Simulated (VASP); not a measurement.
# SnS (Pnma) in VASP: further runs

Aim: see how the results for SnS move with the level of theory and the settings. Levels: LDA, PBE. Tasks: relaxation of cell and atoms.

All numbers are computed with VASP 6.6.1; they aren't measurements. Logs are shortened: lines on timing, memory, paths and dates and some standing lists are left out, and cuts for length are marked.

## (1) The cell of the first run

The structure is orthorhombic, space group Pnma (No. 62). Conventional cell: a = 11.200 Å, b = 3.987 Å, c = 4.334 Å, α = 90.00°, β = 90.00°, γ = 90.00°. Within 3.5 Å of Sn (site symmetry m) lie 6 S at 2.63 to 3.39 Å and 2 Sn at 3.49 Å. Within 3.5 Å of S (site symmetry m) lie 6 Sn at 2.63 to 3.39 Å.

## (2) Relaxation of cell and atoms, LDA

INCAR reads:

```
ALGO = Normal
EDIFF = 1E-7
EDIFFG = -0.01
ENCUT = 500
GGA = CA
GGA_COMPAT = F
IBRION = 2
ISIF = 3
ISMEAR = -1
KPAR = 4
LASPH = T
LCHARG = F
LREAL = F
LWAVE = F
NELM = 120
NELMIN = 4
NSW = 80
PREC = Accurate
SIGMA = 0.02
```

KPOINTS reads:

```
k-points
0
Gamma
  4 8 6
```

POSCAR reads:

```
SnS
1.0
   11.2000000000      0.0000000000      0.0000000000
    0.0000000000      3.9870000000      0.0000000000
    0.0000000000      0.0000000000      4.3340000000
Sn S
4 4
Direct
    0.1194000000      0.2500000000      0.1198000000
    0.3806000000      0.7500000000      0.6198000000
    0.6194000000      0.2500000000      0.3802000000
    0.8806000000      0.7500000000      0.8802000000
    0.8508000000      0.2500000000      0.4793000000
    0.6492000000      0.7500000000      0.9793000000
    0.3508000000      0.2500000000      0.0207000000
    0.1492000000      0.7500000000      0.5207000000
```

Potentials or basis: VASP PAW LDA potentials, release 64 (Sn_d, S).

Launch:

```bash
cat potpaw_LDA.64/Sn_d/POTCAR potpaw_LDA.64/S/POTCAR > POTCAR
mpirun -np 4 vasp_std > vasp.out
```

OUTCAR:

```text
EDIFF = 1E-7
   EDIFFG = -0.01
   ENCUT = 500
   GGA = CA
   IBRION = 2
   ISIF = 3
   ISMEAR = -1
   LASPH = T
   LREAL = F
   NELM = 120
   NELMIN = 4
   NSW = 80
   PREC = Accurate

 ion  position               nearest neighbor table
   1  0.119  0.250  0.120-   7 2.63   8 2.67   8 2.67   4 3.49   4 3.49
   2  0.381  0.750  0.620-   8 2.63   7 2.67   7 2.67   3 3.49   3 3.49
   3  0.619  0.250  0.380-   5 2.63   6 2.67   6 2.67   2 3.49   2 3.49
   4  0.881  0.750  0.880-   6 2.63   5 2.67   5 2.67   1 3.49   1 3.49
   5  0.851  0.250  0.479-   3 2.63   4 2.67   4 2.67
   6  0.649  0.750  0.979-   4 2.63   3 2.67   3 2.67
   7  0.351  0.250  0.021-   1 2.63   2 2.67   2 2.67
   8  0.149  0.750  0.521-   2 2.63   1 2.67   1 2.67

  LATTYP: Found a simple orthorhombic cell.
 ALAT       =     3.9870000000
 B/A-ratio  =     1.0870328568
 C/A-ratio  =     2.8091296714

  Lattice vectors:

 A1 = (   0.0000000000,   3.9870000000,   0.0000000000)
 A2 = (   0.0000000000,   0.0000000000,   4.3340000000)
 A3 = (  11.2000000000,   0.0000000000,   0.0000000000)

Analysis of symmetry for initial positions (statically):
=====================================================================
 Subroutine PRICEL returns:
 Original cell was already a primitive cell.

 Routine SETGRP: Setting up the symmetry group for a
 simple orthorhombic supercell.

 Subroutine GETGRP returns: Found  8 space group operations
 (whereof  2 operations were pure point group operations)
 out of a pool of  8 trial point group operations.

The static configuration has the point symmetry S_2 .
 The point group associated with its full space group is D_2h.

Analysis of symmetry for dynamics (positions and initial velocities):
=====================================================================
 Subroutine PRICEL returns:
 Original cell was already a primitive cell.

 Routine SETGRP: Setting up the symmetry group for a
 simple orthorhombic supercell.

 Subroutine GETGRP returns: Found  8 space group operations
 (whereof  2 operations were pure point group operations)
 out of a pool of  8 trial point group operations.

The dynamic configuration has the point symmetry S_2 .
 The point group associated with its full space group is D_2h.

 Subroutine INISYM returns: Found  8 space group operations
 (whereof  2 operations are pure point group operations),
 and found     1 'primitive' translations

----------------------------------------------------------------------------------------

                                     Primitive cell

  volume of cell :     193.5322

  direct lattice vectors                    reciprocal lattice vectors
    11.200000000  0.000000000  0.000000000     0.089285714  0.000000000  0.000000000
     0.000000000  3.987000000  0.000000000     0.000000000  0.250815149  0.000000000
     0.000000000  0.000000000  4.334000000     0.000000000  0.000000000  0.230733733

  length of vectors
    11.200000000  3.987000000  4.334000000     0.089285714  0.250815149  0.230733733

  position of ions in fractional coordinates (direct lattice)
     0.119400000  0.250000000  0.119800000
     0.380600000  0.750000000  0.619800000
     0.619400000  0.250000000  0.380200000
     0.880600000  0.750000000  0.880200000
     0.850800000  0.250000000  0.479300000
     0.649200000  0.750000000  0.979300000
     0.350800000  0.250000000  0.020700000
     0.149200000  0.750000000  0.520700000

  ion indices of the primitive-cell ions
   primitive index   ion index
                 1           1
                 2           2
                 3           3
                 4           4
                 5           5
                 6           6
                 7           7
                 8           8

----------------------------------------------------------------------------------------

 KPOINTS: k-points

Automatic generation of k-mesh.
 Grid dimensions read from file:
 generate k-points for:    4    8    6

 Generating k-lattice:

  Cartesian coordinates                     Fractional coordinates (reciprocal lattice)
     0.022321429  0.000000000  0.000000000     0.250000000  0.000000000  0.000000000
     0.000000000  0.031351894  0.000000000     0.000000000  0.125000000  0.000000000
     0.000000000  0.000000000  0.038455622     0.000000000  0.000000000  0.166666667

  Length of vectors
     0.022321429  0.031351894  0.038455622

  Shift w.r.t. Gamma in fractional coordinates (k-lattice)
     0.000000000  0.000000000  0.000000000

 Subroutine IBZKPT returns following result:
 ===========================================

 Found     60 irreducible k-points:

 Following reciprocal coordinates:
            Coordinates               Weight
  0.000000  0.000000  0.000000      1.000000
  0.250000  0.000000  0.000000      2.000000
  0.500000  0.000000  0.000000      1.000000
  0.000000  0.125000  0.000000      2.000000
  0.250000  0.125000  0.000000      4.000000
  0.500000  0.125000  0.000000      2.000000
[... 16 lines left out ...]
  0.250000  0.250000  0.166667      8.000000
  0.500000  0.250000  0.166667      4.000000
 [... further k-points ...]
   k-points           NKPTS =     60   k-points in BZ     NKDIM =     60   number of bands    NBANDS=     48
   number of dos      NEDOS =    301   number of ions     NIONS =      8
   total plane-waves  NPLWV =  80640
   dimension x,y,z NGX =    84 NGY =   30 NGZ =   32
   dimension x,y,z NGXF=   168 NGYF=   60 NGZF=   64
   ions per type =               4   4
   NGX,Y,Z   is equivalent  to a cutoff of  12.47, 12.51, 12.27 a.u.
   NGXF,Y,Z  is equivalent  to a cutoff of  24.94, 25.02, 24.55 a.u.
 SYSTEM =  unknown system
   PREC   = accura    normal or accurate (medium, high low for compatibility)
   ISTART =      0    job   : 0-new  1-cont  2-samecut
   ICHARG =      2    charge: 1-file 2-atom 10-const
   ISPIN  =      1    spin polarized calculation?
   LNONCOLLINEAR =      F non collinear calculations
   LSORBIT =      F    spin-orbit coupling
   LASPH  =      T    aspherical Exc in radial PAW
   ENCUT  =  500.0 eV  36.75 Ry    6.06 a.u.  20.42  7.27  7.90*2*pi/ulx,y,z
   NELM   =    120;   NELMIN=  4; NELMDL= -5     # of ELM steps
   EDIFF  = 0.1E-06   stopping-criterion for ELM
   LREAL  =      F    real-space projection
   EDIFFG = -.1E-01   stopping-criterion for IOM
   NSW    =     80    number of steps for IOM
   IBRION =      2    ionic relax: 0-MD 1-quasi-New 2-CG
   NFREE  =      1    steps in history (QN), initial steepest desc. (CG)
   ISIF   =      3    stress and relaxation
   ISYM   =      2    0-nonsym 1-usesym 2-fastsym
   POTIM  = 0.5000    time-step for ionic-motion
   TEBEG  =    0.0;   TEEND  =   0.0 temperature during run
   PSTRESS=    0.0 pullay stress
   NELECT =      80.0000    total number of electrons
   NUPDOWN=      -1.0000    fix difference up-down
   EMIN   =  10.00;   EMAX   =-10.00  energy-range for DOS
   EFERMI =   0.00;   METHOD = LEGACY
   ISMEAR =    -1;   SIGMA  =   0.02  broadening in eV -4-tet -1-fermi 0-gaus
   EFERMI_NEDOS =   21; number of points for ismear=-14 and -15
   IALGO  =     38    algorithm
   IMIX   =      4    mixing-type and parameters
     AMIX     =   0.40;   BMIX     =  1.00
     AMIX_MAG =   1.60;   BMIX_MAG =  1.00
  volume/ion in A,a.u.               =      24.19       163.25
  Fermi-wavevector in a.u.,A,eV,Ry     =   1.219515  2.304549 20.234810  1.487217
  Thomas-Fermi vector in A             =   2.354764
   LORBIT       =      0    0 simple, 1 ext, 2 COOP (PROOUT), +10 PAW based schemes
   GGA     = CA    functional components
   LHFCALC =     F    Hartree Fock is set to
   AEXX    =    0.0000 exact exchange contribution
   IVDW    =     0    specifies the selected vdW correction
   LEPSILON=     F    determine dielectric tensor
   LRPA    =     F    only Hartree local field effects (RPA)
 conjugate gradient relaxation of ions
 non-spin polarized calculation
  energy-cutoff  :      500.00
  volume of cell :      193.53
 maximum number of plane-waves:      4936
 NGX is ok and might be reduce to    84
   NGX = 41   NGY = 15   NGZ = 15

--------------------------------------- Ionic step        1  -------------------------------------------

 number of electron      80.0000033 magnetization

 Free energy of the ion-electron system (eV)
  ---------------------------------------------------
  ext. energy  EPLUGINS =         0.00000000
  ---------------------------------------------------
  free energy    TOTEN  =       -40.41312719 eV

  energy without entropy =      -40.41312719  energy(sigma->0) =      -40.41312719

------------------------ aborting loop because EDIFF is reached ----------------------------------------

  FORCE on cell =-STRESS in cart. coord.  units (eV):
  Direction    XX          YY          ZZ          XY          YZ          ZX
  --------------------------------------------------------------------------------------
  -------------------------------------------------------------------------------------
  Total       -2.6969072     -2.9622264     -2.9647197      0.0000000     -0.0000000      0.0000000
  in kB      -22.3266422    -24.5231163    -24.5437580      0.0000000     -0.0000000      0.0000000
  external PRESSURE =     -23.7978388 kB  Pullay stress =       0.0000000 kB
[... 107 lines left out ...]
  FREE ENERGIE OF THE ION-ELECTRON SYSTEM (eV)
  ---------------------------------------------------
  free  energy   TOTEN  =       -40.4696121510 eV

  energy  without entropy=      -40.4696121510  energy(sigma->0) =      -40.46961215

[... ionic steps 4 to 14 ...]

--------------------------------------- Ionic step       15  -------------------------------------------

 number of electron      79.9999993 magnetization

------------------------ aborting loop because EDIFF is reached ----------------------------------------

  FORCE on cell =-STRESS in cart. coord.  units (eV):
  Direction    XX          YY          ZZ          XY          YZ          ZX
  --------------------------------------------------------------------------------------
  -------------------------------------------------------------------------------------
  Total        0.0244361      0.0603476      0.0787094      0.0000000      0.0000000      0.0000000
  in kB        0.2157874      0.5329096      0.6950570      0.0000000      0.0000000      0.0000000
  external PRESSURE =       0.4812513 kB  Pullay stress =       0.0000000 kB
[... 69 lines left out ...]
  energy  without entropy=      -40.5075795491  energy(sigma->0) =      -40.50757955

--------------------------------------- Ionic step       17  -------------------------------------------

 number of electron      79.9999992 magnetization

 Free energy of the ion-electron system (eV)
  ---------------------------------------------------
  ext. energy  EPLUGINS =         0.00000000
  ---------------------------------------------------
  free energy    TOTEN  =       -40.50760801 eV

  energy without entropy =      -40.50760801  energy(sigma->0) =      -40.50760801

 E-fermi :   7.1416     XC(G=0): -10.4682

 val. band max:        6.8130234719   @ k =   0.5000   0.0000   0.5000
 cond. band min:       7.4530510232   @ k =   0.0000   0.0000   0.0000
 fundamental gap:      0.6400275513
 Fermi energy:         7.1416403174

 k-point     1 :       0.0000    0.0000    0.0000
  band No.  band energies     occupation
      1     -14.4882      2.00000
      2     -14.4587      2.00000
      3     -14.4557      2.00000
      4     -14.4451      2.00000
      5     -14.4447      2.00000
      6     -14.4423      2.00000
[... 1213 lines left out ...]
     47      10.3912      0.00000
     48      10.3912      0.00000

 [... further k-points ...]
[... 5 lines left out ...]
  --------------------------------------------------------------------------------------
  -------------------------------------------------------------------------------------
  Total       -0.0297071     -0.0301263     -0.0290551      0.0000000      0.0000000      0.0000000
  in kB       -0.2621055     -0.2658045     -0.2563525      0.0000000      0.0000000      0.0000000
  external PRESSURE =      -0.2614208 kB  Pullay stress =       0.0000000 kB
[... 23 lines left out ...]
  FREE ENERGIE OF THE ION-ELECTRON SYSTEM (eV)
  ---------------------------------------------------
  free  energy   TOTEN  =       -40.5076080099 eV

  energy  without entropy=      -40.5076080087  energy(sigma->0) =      -40.50760801

 reached required accuracy - stopping structural energy minimisation
```

Wall time 11 min (4 MPI ranks of Intel Xeon 6975P-C (Granite Rapids), shared host); peak memory 0.48 GiB.

What came out:

```
Free energy                           : -40.5076 eV
Relaxed volume                        : 22.70 Å³/atom
Relaxed cell                          : a = 10.965 Å, b = 3.951 Å, c = 4.192 Å, α = 90.00°, β = 90.00°, γ = 90.00°
Space group after relaxing (to 0.1 Å) : Pnma (No. 62)
Energy gained by relaxing             : 11.8 meV/atom
Ionic steps                           : 17
Pressure after relaxing               : 0.0 GPa
Largest force after relaxing          : 0.008 eV/Å
Band gap on the k mesh                : 0.64 eV (least direct gap 1.02 eV)
```

Forces on the atoms (eV/Å):
```
Sn  -0.002  0.000 -0.007
Sn   0.002  0.000 -0.007
Sn  -0.002  0.000  0.007
Sn   0.002  0.000  0.007
S   -0.005  0.000  0.003
S    0.005  0.000  0.003
S   -0.005  0.000 -0.003
S    0.005  0.000 -0.003
```

The path:
| step | energy change (eV) | largest force (eV/Å) | pressure (GPa) | volume (Å³) |
| --- | --- | --- | --- | --- |
| 1 | 0.0000 | 0.0446 | -2.38 | 193.53 |
| 2 | -0.0489 | 0.3262 | 0.92 | 183.64 |
| 3 | -0.0565 | 0.2240 | -0.03 | 186.21 |
| 4 | -0.0702 | 0.1667 | -0.03 | 185.10 |
| 5 | -0.0872 | 0.0531 | 0.12 | 181.80 |
| 6 | -0.0917 | 0.0560 | -0.12 | 181.74 |
| 7 | -0.0918 | 0.0497 | -0.09 | 181.75 |
| 8 | -0.0931 | 0.0247 | 0.12 | 181.26 |
| 9 | -0.0932 | 0.0275 | 0.18 | 181.12 |
| 10 | -0.0939 | 0.0212 | -0.01 | 181.61 |
| 11 | -0.0939 | 0.0215 | -0.02 | 181.62 |
| 12 | -0.0941 | 0.0190 | -0.01 | 181.59 |
| 13 | -0.0943 | 0.0147 | 0.02 | 181.51 |
| 14 | -0.0943 | 0.0238 | 0.08 | 181.33 |
| 15 | -0.0944 | 0.0162 | 0.05 | 181.43 |
| 16 | -0.0945 | 0.0107 | -0.07 | 181.70 |
| 17 | -0.0945 | 0.0077 | -0.03 | 181.59 |

Final structure:
```yaml
crystal:
  lattice:
    - [10.96544, 0.00000, 0.00000]
    - [0.00000, 3.95063, 0.00000]
    - [0.00000, 0.00000, 4.19181]
  atoms:
    - { symbol: Sn, position: [0.11751, 0.25000, 0.11202] }
    - { symbol: Sn, position: [0.38249, 0.75000, 0.61202] }
    - { symbol: Sn, position: [0.61751, 0.25000, 0.38798] }
    - { symbol: Sn, position: [0.88249, 0.75000, 0.88798] }
    - { symbol: S, position: [0.85418, 0.25000, 0.47163] }
    - { symbol: S, position: [0.64582, 0.75000, 0.97163] }
    - { symbol: S, position: [0.35418, 0.25000, 0.02837] }
    - { symbol: S, position: [0.14582, 0.75000, 0.52837] }
```

Levels at points of the mesh, in eV from the valence-band top:
| k point | band 38 | band 39 | band 40 | band 41 | band 42 | band 43 |
| --- | --- | --- | --- | --- | --- | --- |
| (0.00, 0.00, 0.00) | -1.31 | -0.89 | -0.76 | 0.64 | 2.91 | 2.96 |
| (0.50, 0.00, 0.00) | -2.34 | -0.78 | -0.78 | 2.56 | 2.56 | 2.75 |
| (0.00, 0.50, 0.00) | -1.09 | -0.80 | -0.80 | 1.00 | 1.00 | 1.71 |
| (0.50, 0.50, 0.00) | -1.06 | -1.06 | -1.06 | 1.53 | 1.53 | 1.53 |
| (0.00, 0.00, 0.50) | -0.99 | -0.12 | -0.12 | 1.35 | 1.35 | 1.72 |
| (0.50, 0.00, 0.50) | -0.74 | 0.00 | 0.00 | 1.19 | 1.19 | 1.78 |
| (0.00, 0.50, 0.50) | -2.72 | -1.65 | -1.65 | 2.68 | 2.68 | 2.99 |
| (0.50, 0.50, 0.50) | -1.85 | -1.85 | -1.85 | 2.48 | 2.48 | 2.48 |

Caveat: semilocal functionals underestimate gaps, and a narrow one can read as zero; spin-orbit coupling is left out, which moves the levels of the heavy elements. A k mesh can miss the band edges.

## (3) Relaxation of cell and atoms, PBE

INCAR reads:

```
SYSTEM = SnS
ALGO = Normal
EDIFF = 1E-7
EDIFFG = -0.01
ENCUT = 500
GGA = PE
GGA_COMPAT = .FALSE.
IBRION = 2
ISIF = 3
ISMEAR = -1
KPAR = 4
LASPH = .TRUE.
LCHARG = .FALSE.
LREAL = .FALSE.
LWAVE = .FALSE.
NELM = 120
NELMIN = 4
NSW = 80
PREC = Accurate
SIGMA = 0.02
```

KPOINTS reads:

```
k-points
0
G
  4 8 6
  0 0 0
```

POSCAR is that of step 2.

Potentials or basis: VASP PAW PBE potentials, release 64 (Sn_d, S).

Launch:

```bash
cat potpaw_PBE.64/Sn_d/POTCAR potpaw_PBE.64/S/POTCAR > POTCAR
mpirun -np 4 vasp_std > vasp.out
```

Run time: 21 min. Hardware: 4 MPI ranks of Intel Xeon Platinum 8488C (Sapphire Rapids), shared host; peak memory 0.54 GiB.

The run converged. Its results:

```
Free energy                           : -35.4577 eV
Relaxed volume                        : 25.56 Å³/atom
Relaxed cell                          : a = 11.451 Å, b = 4.027 Å, c = 4.434 Å, α = 90.00°, β = 90.00°, γ = 90.00°
Space group after relaxing (to 0.1 Å) : Pnma (No. 62)
Energy gained by relaxing             : 7.5 meV/atom
Ionic steps                           : 14
Pressure after relaxing               : 0.0 GPa
Largest force after relaxing          : 0.009 eV/Å
Band gap on the k mesh                : 1.03 eV (least direct gap 1.32 eV)
```

Forces on the atoms (eV/Å):
```
Sn  -0.003  0.000  0.009
Sn   0.003  0.000  0.009
Sn  -0.003  0.000 -0.009
Sn   0.003  0.000 -0.009
S   -0.003  0.000 -0.002
S    0.003  0.000 -0.002
S   -0.003  0.000  0.002
S    0.003  0.000  0.002
```

The path:
```csv
step,energy change (eV),largest force (eV/Å),pressure (GPa),volume (Å³)
1,0.0000,0.1393,2.24,193.53
2,-0.0400,0.2261,-0.73,203.14
3,-0.0480,0.1237,0.08,200.26
4,-0.0511,0.1012,0.06,200.82
5,-0.0568,0.0377,0.04,202.44
6,-0.0534,0.0864,0.03,205.72
7,-0.0577,0.0106,0.03,203.51
8,-0.0590,0.0240,-0.04,204.12
9,-0.0591,0.0320,-0.07,204.40
10,-0.0597,0.0144,0.09,204.14
11,-0.0597,0.0132,0.06,204.19
12,-0.0597,0.0165,-0.05,204.64
13,-0.0598,0.0100,-0.01,204.44
14,-0.0598,0.0092,-0.01,204.46
```

Final structure:
```cif
data_structure
_symmetry_space_group_name_H-M 'P 1'
_symmetry_Int_Tables_number 1
_cell_length_a 11.4513
_cell_length_b 4.0271
_cell_length_c 4.4337
_cell_angle_alpha 90.000
_cell_angle_beta 90.000
_cell_angle_gamma 90.000
_cell_volume 204.46
loop_
_atom_site_label
_atom_site_type_symbol
_atom_site_fract_x
_atom_site_fract_y
_atom_site_fract_z
_atom_site_occupancy
Sn1 Sn 0.12199 0.25000 0.12363 1
Sn2 Sn 0.37801 0.75000 0.62363 1
Sn3 Sn 0.62199 0.25000 0.37637 1
Sn4 Sn 0.87801 0.75000 0.87637 1
S1 S 0.85003 0.25000 0.48062 1
S2 S 0.64997 0.75000 0.98061 1
S3 S 0.35003 0.25000 0.01939 1
S4 S 0.14997 0.75000 0.51939 1
```

Levels at points of the mesh, in eV from the valence-band top:
```
           k point  band 38  band 39  band 40  band 41  band 42  band 43
(0.00, 0.00, 0.00)    -1.04    -0.61    -0.35     1.17     3.08     3.10
(0.50, 0.00, 0.00)    -1.85    -0.45    -0.45     2.72     2.72     2.86
(0.00, 0.50, 0.00)    -0.83    -0.81    -0.81     1.48     1.48     1.66
(0.50, 0.50, 0.00)    -0.92    -0.92    -0.92     1.74     1.74     1.74
(0.00, 0.00, 0.50)    -0.77    -0.01    -0.01     1.65     1.65     2.06
(0.50, 0.00, 0.50)    -0.60     0.00     0.00     1.64     1.64     2.05
(0.00, 0.50, 0.50)    -2.07    -1.22    -1.22     2.94     2.94     3.10
(0.50, 0.50, 0.50)    -1.42    -1.42    -1.42     2.84     2.84     2.84
```

Caveat: spin-orbit coupling is left out, which moves the levels of the heavy elements. PBE usually gives volumes a little too large and moduli too small.
